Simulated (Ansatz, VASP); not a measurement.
**Cu: VASP beside Ansatz**

```
Cu
1.0
     2.49390    0.00000    0.00000
    -1.24695    2.15978    0.00000
     0.00000    0.00000    4.13410
Cu
2
Direct
  0.33333 0.66667 0.25000
  0.66667 0.33333 0.75000
```

Alike in both runs: functional BLYP; dispersion D3(BJ); k mesh 15 × 15 × 8; no spin polarisation.

Ansatz relaxed the structure, and its values are those at the end. VASP's run is a single point on that final structure, the one shown.

```csv
,VASP,Ansatz
version,VASP 6.6.1,Ansatz 0.2.0
potentials or method,"VASP PAW PBE potentials, release 64 (Cu), cutoff 520 eV","plane waves, PAW"
occupations,"methfessel-paxton of order 1, width 0.15 eV","cold, width 0.15 eV"
valence electrons in the cell,22,38
```

```csv
,VASP,Ansatz,Ansatz less VASP
pressure (GPa),0.8,0.0,-0.79
```

VASP's potentials were made for PBE, not for BLYP. VASP's potentials hold 22 valence electrons a cell and Ansatz's 38, so a difference there can come from the potentials and not from the codes.
